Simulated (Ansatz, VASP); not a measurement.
# Two plane-wave programs on TaSb

```xyz
2
Lattice="0.0000 2.7937 2.7937 2.7937 0.0000 2.7937 2.7937 2.7937 0.0000" Properties=species:S:1:pos:R:3 pbc="T T T"
Ta    2.7937    2.7937    2.7937
Sb    0.0000    0.0000    0.0000
```

Alike in both runs: task relaxation of cell and atoms; functional PBEsol; k mesh 14 × 14 × 14; occupations gaussian, width 0.1 eV; no spin polarisation.

```csv
,VASP,Ansatz
version,VASP 6.6.1,Ansatz 0.2.0
potentials or method,"VASP PAW PBE potentials, release 64 (Ta_pv, Sb), cutoff 600 eV","scalar-relativistic, plane waves, PAW"
valence electrons in the cell,16,28
```

```tsv
	VASP	Ansatz	Ansatz less VASP
gap on the k mesh at the Fermi level, each at its own relaxed structure (eV)	none	none	-
relaxed volume (Å³/atom)	21.79	21.74	-0.047
relaxed cell length with the largest relative difference (Å)	3.950	3.947	-0.0028
```

VASP's potentials were made for PBE, not for PBEsol. A gap of «none» marks a metal or a gap that the smearing closes. VASP's potentials hold 16 valence electrons a cell and Ansatz's 28, so a difference there can come from the potentials and not from the codes.

Neither program's run includes spin-orbit coupling.
